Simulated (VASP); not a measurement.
# Mn (P6_3/mmc) in VASP: a series of runs, part 2 of 2

VASP 6.6.1.

## 4. Single point, r2SCAN (10.42 Å³/atom)

This run uses another cell than the first one, of 10.42 Å³/atom.

Input file POSCAR:

```
Mn
1.0
    2.4596328281      0.0000000000      0.0000000000
   -1.2298164140      2.1301045132      0.0000000000
    0.0000000000      0.0000000000      7.9579876579
Mn
4
Direct
    1.0000000000      1.0000000000      0.0000000000
    1.0000000000      0.0000000000      0.5000000000
    0.3333333333      0.6666666667      0.2500000000
    0.6666666667      0.3333333333      0.7500000000
```

Input file INCAR.step1:

```
PREC = Accurate ; ENCUT = 520
ISMEAR = -1 ; SIGMA = 0.1
LREAL = F ; LASPH = T
NELM = 80 ; NBANDS = 34
GGA = PE ; ALGO = Normal
EDIFF = 1E-4 ; LWAVE = T
LCHARG = F
```

Input file INCAR.step2:

```
PREC = Accurate ; ENCUT = 520
EDIFF = 1E-7 ; ISMEAR = -1
SIGMA = 0.1 ; LREAL = F
LASPH = T ; NELM = 80
ALGO = Normal ; ISIF = 2
LWAVE = F ; LCHARG = F
METAGGA = R2SCAN ; LMIXTAU = T
NBANDS = 34 ; ISTART = 1
```

Input file KPOINTS:

```
Automatic mesh
0
Gamma
  16 16 5
```

Potentials or basis: VASP PAW PBE potentials, release 64 (Mn_pv).

Launch:

```bash
cat potpaw_PBE.64/Mn_pv/POTCAR > POTCAR
cp INCAR.step1 INCAR
mpirun -np 1 vasp_std > vasp.out
cp INCAR.step2 INCAR
mpirun -np 1 vasp_std > vasp.out
```

OUTCAR:

```text
PREC = Accurate
   ENCUT = 520
   EDIFF = 1E-7
   ISMEAR = -1
   LREAL = F
   LASPH = T
   NELM = 80
   ISIF = 2
   METAGGA = R2SCAN
   ISTART = 1

 ion  position               nearest neighbor table
   1  0.000  0.000  0.000-   3 2.44   4 2.44   4 2.44   3 2.44   4 2.44   3 2.44
   2  0.000  0.000  0.500-   3 2.44   4 2.44   4 2.44   3 2.44   4 2.44   3 2.44
   3  0.333  0.667  0.250-   1 2.44   2 2.44   1 2.44   2 2.44   1 2.44   2 2.44
   4  0.667  0.333  0.750-   1 2.44   2 2.44   1 2.44   2 2.44   1 2.44   2 2.44

  LATTYP: Found a hexagonal cell.
 ALAT       =     2.4596328281
 C/A-ratio  =     3.2354372437

  Lattice vectors:

 A1 = (   2.4596328281,   0.0000000000,   0.0000000000)
 A2 = (  -1.2298164140,   2.1301045132,   0.0000000000)
 A3 = (   0.0000000000,   0.0000000000,   7.9579876579)

Analysis of symmetry for initial positions (statically):
=====================================================================
 Subroutine PRICEL returns:
 Original cell was already a primitive cell.

 Routine SETGRP: Setting up the symmetry group for a
 hexagonal supercell.

 Subroutine GETGRP returns: Found 24 space group operations
 (whereof 12 operations were pure point group operations)
 out of a pool of 24 trial point group operations.

The static configuration has the point symmetry D_3d.
 The point group associated with its full space group is D_6h.

Analysis of symmetry for dynamics (positions and initial velocities):
=====================================================================
 Subroutine PRICEL returns:
 Original cell was already a primitive cell.

 Routine SETGRP: Setting up the symmetry group for a
 hexagonal supercell.

 Subroutine GETGRP returns: Found 24 space group operations
 (whereof 12 operations were pure point group operations)
 out of a pool of 24 trial point group operations.

The dynamic configuration has the point symmetry D_3d.
 The point group associated with its full space group is D_6h.

 Subroutine INISYM returns: Found 24 space group operations
 (whereof 12 operations are pure point group operations),
 and found     1 'primitive' translations

----------------------------------------------------------------------------------------

                                     Primitive cell

  volume of cell :      41.6941

  direct lattice vectors                    reciprocal lattice vectors
     2.459632828  0.000000000  0.000000000     0.406564748  0.234730266  0.000000000
    -1.229816414  2.130104513  0.000000000     0.000000000  0.469460533  0.000000000
     0.000000000  0.000000000  7.957987658     0.000000000  0.000000000  0.125659908

  length of vectors
     2.459632828  2.459632828  7.957987658     0.469460533  0.469460533  0.125659908

  position of ions in fractional coordinates (direct lattice)
     0.000000000  0.000000000  0.000000000
     0.000000000  0.000000000  0.500000000
     0.333333333  0.666666667  0.250000000
     0.666666667  0.333333333  0.750000000

  ion indices of the primitive-cell ions
   primitive index   ion index
                 1           1
                 2           2
                 3           3
                 4           4

----------------------------------------------------------------------------------------

 KPOINTS: Automatic mesh

Automatic generation of k-mesh.
 Grid dimensions read from file:
 generate k-points for:   16   16    5

 Generating k-lattice:

  Cartesian coordinates                     Fractional coordinates (reciprocal lattice)
     0.025410297  0.014670642  0.000000000     0.062500000  0.000000000  0.000000000
     0.000000000  0.029341283  0.000000000     0.000000000  0.062500000  0.000000000
     0.000000000  0.000000000  0.025131982     0.000000000  0.000000000  0.200000000

  Length of vectors
     0.029341283  0.029341283  0.025131982

  Shift w.r.t. Gamma in fractional coordinates (k-lattice)
     0.000000000  0.000000000  0.000000000

 Subroutine IBZKPT returns following result:
 ===========================================

 Found     90 irreducible k-points:

 Following reciprocal coordinates:
            Coordinates               Weight
  0.000000  0.000000  0.000000      1.000000
  0.062500 -0.000000  0.000000      6.000000
  0.125000 -0.000000  0.000000      6.000000
  0.187500 -0.000000  0.000000      6.000000
  0.250000 -0.000000  0.000000      6.000000
  0.312500  0.000000  0.000000      6.000000
[... 16 lines left out ...]
  0.187500  0.187500  0.000000      6.000000
  0.250000  0.187500  0.000000     12.000000
 [... further k-points ...]
   k-points           NKPTS =     90   k-points in BZ     NKDIM =     90   number of bands    NBANDS=     34
   number of dos      NEDOS =    301   number of ions     NIONS =      4
   total plane-waves  NPLWV =  19440
   dimension x,y,z NGX =    18 NGY =   18 NGZ =   60
   dimension x,y,z NGXF=    36 NGYF=   36 NGZF=  120
   ions per type =               4
   NGX,Y,Z   is equivalent  to a cutoff of  12.17, 12.17, 12.53 a.u.
   NGXF,Y,Z  is equivalent  to a cutoff of  24.33, 24.33, 25.07 a.u.
 SYSTEM =  unknown system
   PREC   = accura    normal or accurate (medium, high low for compatibility)
   ISTART =      1    job   : 0-new  1-cont  2-samecut
   ICHARG =      0    charge: 1-file 2-atom 10-const
   ISPIN  =      1    spin polarized calculation?
   LNONCOLLINEAR =      F non collinear calculations
   LSORBIT =      F    spin-orbit coupling
   LASPH  =      T    aspherical Exc in radial PAW
   ENCUT  =  520.0 eV  38.22 Ry    6.18 a.u.   4.57  4.57 14.80*2*pi/ulx,y,z
   NELM   =     80;   NELMIN=  2; NELMDL=  0     # of ELM steps
   EDIFF  = 0.1E-06   stopping-criterion for ELM
   LREAL  =      F    real-space projection
   EDIFFG = 0.1E-05   stopping-criterion for IOM
   NSW    =      0    number of steps for IOM
   IBRION =     -1    ionic relax: 0-MD 1-quasi-New 2-CG
   NFREE  =      0    steps in history (QN), initial steepest desc. (CG)
   ISIF   =      2    stress and relaxation
   ISYM   =      2    0-nonsym 1-usesym 2-fastsym
   POTIM  = 0.5000    time-step for ionic-motion
   TEBEG  =    0.0;   TEEND  =   0.0 temperature during run
   PSTRESS=    0.0 pullay stress
   NELECT =      52.0000    total number of electrons
   NUPDOWN=      -1.0000    fix difference up-down
   EMIN   =  10.00;   EMAX   =-10.00  energy-range for DOS
   EFERMI =   0.00;   METHOD = LEGACY
   ISMEAR =    -1;   SIGMA  =   0.10  broadening in eV -4-tet -1-fermi 0-gaus
   EFERMI_NEDOS =   21; number of points for ismear=-14 and -15
   IALGO  =     38    algorithm
   IMIX   =      4    mixing-type and parameters
     AMIX     =   0.40;   BMIX     =  1.00
     AMIX_MAG =   1.60;   BMIX_MAG =  1.00
  volume/ion in A,a.u.               =      10.42        70.34
  Fermi-wavevector in a.u.,A,eV,Ry     =   1.762183  3.330044 42.250044  3.105291
  Thomas-Fermi vector in A             =   2.830606
   LORBIT       =      0    0 simple, 1 ext, 2 COOP (PROOUT), +10 PAW based schemes
   METAGGA = R2SCAN    functional components
   LHFCALC =     F    Hartree Fock is set to
   AEXX    =    0.0000 exact exchange contribution
   IVDW    =     0    specifies the selected vdW correction
   LEPSILON=     F    determine dielectric tensor
   LRPA    =     F    only Hartree local field effects (RPA)
 non-spin polarized calculation
  energy-cutoff  :      520.00
  volume of cell :       41.69
 maximum number of plane-waves:      1151
   NGX =  9   NGY =  9   NGZ = 29

 number of electron      52.0000054 magnetization

 Free energy of the ion-electron system (eV)
  ---------------------------------------------------
  ext. energy  EPLUGINS =         0.00000000
  ---------------------------------------------------
  free energy    TOTEN  =       -57.17711721 eV

  energy without entropy =      -57.01861576  energy(sigma->0) =      -57.09786649

 E-fermi :  10.7827     XC(G=0): -15.6174

 val. band max:       10.7774014599   @ k =   0.4375  -0.0000   0.4000
 cond. band min:      10.7881729349   @ k =   0.4375   0.0625   0.4000
 fundamental gap:      0.0107714749
 Fermi energy:        10.7826590654

 k-point     1 :       0.0000    0.0000    0.0000
  band No.  band energies     occupation
      1     -39.4540      2.00000
      2     -39.0480      2.00000
      3     -38.9798      2.00000
      4     -38.6825      2.00000
      5     -38.6824      2.00000
      6     -38.6261      2.00000
[... 877 lines left out ...]
     33      13.5890      0.00000
     34      14.3234      0.00000

 [... further k-points ...]

------------------------ aborting loop because EDIFF is reached ----------------------------------------

  FORCE on cell =-STRESS in cart. coord.  units (eV):
  Direction    XX          YY          ZZ          XY          YZ          ZX
  --------------------------------------------------------------------------------------
  -------------------------------------------------------------------------------------
  Total        0.0479209      0.0479209      0.1176019      0.0000000      0.0000000     -0.0000000
  in kB        1.8414539      1.8414539      4.5190859      0.0000000      0.0000000     -0.0000000
  external PRESSURE =       2.7339979 kB  Pullay stress =       0.0000000 kB

 VOLUME and BASIS-vectors are now :
 -----------------------------------------------------------------------------
  energy-cutoff  :      520.00
  volume of cell :       41.69
      direct lattice vectors                 reciprocal lattice vectors
     2.459632828  0.000000000  0.000000000     0.406564748  0.234730266  0.000000000
    -1.229816414  2.130104513  0.000000000     0.000000000  0.469460533  0.000000000
     0.000000000  0.000000000  7.957987658     0.000000000  0.000000000  0.125659908

 POSITION                                       TOTAL-FORCE (eV/Angst)
 -----------------------------------------------------------------------------------
      0.00000      0.00000      0.00000        -0.000000      0.000000      0.000000
      0.00000      0.00000      3.97899        -0.000000      0.000000      0.000000
     -0.00000      1.42007      1.98950        -0.000000      0.000000     -0.000000
      1.22982      0.71003      5.96849         0.000000      0.000000     -0.000000
 -----------------------------------------------------------------------------------
    total drift:                                0.000000     -0.000000      0.000000

  FREE ENERGIE OF THE ION-ELECTRON SYSTEM (eV)
  ---------------------------------------------------
  free  energy   TOTEN  =       -57.1771172093 eV

  energy  without entropy=      -57.0186157621  energy(sigma->0) =      -57.09786649
```

Wall time 4.6 min (1 thread of Intel Xeon 6975P-C (Granite Rapids), shared host); peak memory 0.22 GiB.

Results:

```
Free energy            : -57.1771 eV
Pressure               : 0.3 GPa
Band gap on the k mesh : zero (bands 26 and 27 overlap by 2.22 eV)
```

Stress tensor (GPa, compression positive):
```
0.18 0.00 0.00
0.00 0.18 0.00
0.00 0.00 0.45
```

Caveat: the PAW data sets were made with another functional, which shifts forces and pressure a little; the run has no spin polarisation, though such a crystal can be magnetic. Spin polarisation is off, so any magnetic state and its effect on volume and gap are missing.

## 5. Summary

| cell | gap on the mesh (eV) | pressure (GPa) |
| --- | --- | --- |
| a = 2.392, b = 2.392, c = 7.740 Å, angles 90.0, 90.0, 120.0°, 4 atoms | none | 31.1 |
| a = 2.426, b = 2.426, c = 7.850 Å, angles 90.0, 90.0, 120.0°, 4 atoms | none | 14.0 |
| a = 2.460, b = 2.460, c = 7.958 Å, angles 90.0, 90.0, 120.0°, 4 atoms | none | 0.3 |

Alike in all rows: task single point; level r2SCAN; potentials or basis VASP PAW PBE potentials, release 64 (Mn_pv); no spin polarisation; k mesh 16 × 16 × 5; cutoff (eV) 520; smearing fermi-dirac 0.1 eV.

Caveats: the PAW data sets were made with another functional, which shifts forces and pressure a little; the run has no spin polarisation, though such a crystal can be magnetic; the cell stands under pressure (at least some runs).

Total energies depend on the potentials used, so only differences within one code and one set of settings carry meaning.
